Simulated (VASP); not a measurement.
# P: single point with PBE

P:

```
CELL_PARAMETERS angstrom
-1.76858 2.37761 6.21812
1.76858 -2.37761 6.21812
1.76858 2.37761 -6.21812
ATOMIC_POSITIONS crystal
P 0.24998 0.00000 0.24998
P 0.75002 0.00000 0.75002
P 0.93743 0.18739 0.75003
P 0.56264 0.81261 0.75003
P 0.43736 0.18739 0.24997
P 0.06257 0.81261 0.24997
```

The cell was built from a structure type or drawn by symmetry, and may not be a known phase.

```json
{
  "Program": "VASP 6.6.1",
  "Task": "single point",
  "Functional": "PBE",
  "Potentials or basis": "VASP PAW PBE potentials, release 64 (P)",
  "Cutoff": "520 eV",
  "k mesh": "6 × 6 × 6",
  "Occupations": "gaussian, width 0.1 eV",
  "Spin": "no spin polarisation"
}
```

```yaml
Pressure: -0.2 GPa
Largest_force: 0.007 eV/Å
Band_gap_on_the_k_mesh: zero (bands 15 and 16 overlap by 1.59 eV)
```

Forces in eV/Å, atoms in the order of the input:
```
P    0.000  0.001  0.000
P    0.000 -0.001  0.000
P    0.000 -0.002  0.007
P    0.000 -0.002 -0.007
P    0.000  0.002  0.007
P    0.000  0.002 -0.007
```

Stress tensor (GPa, compression positive):
```
-0.13  0.00  0.00
 0.00 -0.27  0.00
 0.00  0.00 -0.23
```

Levels at points of the mesh, in eV from the Fermi level:
| k point | band 11 | band 12 | band 13 | band 14 | band 15 | band 16 | band 17 | band 18 | band 19 | band 20 |
| --- | --- | --- | --- | --- | --- | --- | --- | --- | --- | --- |
| (0.00, 0.00, 0.00) | -3.09 | -2.72 | -2.46 | -1.85 | -1.47 | 0.63 | 2.45 | 2.69 | 2.85 | 3.58 |
| (0.50, 0.00, 0.00) | -2.16 | -2.16 | -0.92 | -0.92 | -0.16 | -0.16 | 1.12 | 1.12 | 2.79 | 2.79 |
| (0.00, 0.50, 0.00) | -4.69 | -4.46 | -4.00 | -0.83 | -0.48 | -0.38 | 0.52 | 2.02 | 3.49 | 3.54 |
| (0.50, 0.50, 0.00) | -2.31 | -2.31 | -1.34 | -1.34 | -0.90 | -0.90 | 0.65 | 0.65 | 2.28 | 2.28 |
| (0.50, 0.50, 0.50) | -4.73 | -1.38 | -0.99 | -0.85 | 0.57 | 1.81 | 1.86 | 2.05 | 3.54 | 3.94 |

Run time: 2.5 min on 1 thread of Intel(R) Xeon(R) 6975P-C (Granite Rapids), on a shared host, peak memory 0.4 GiB.
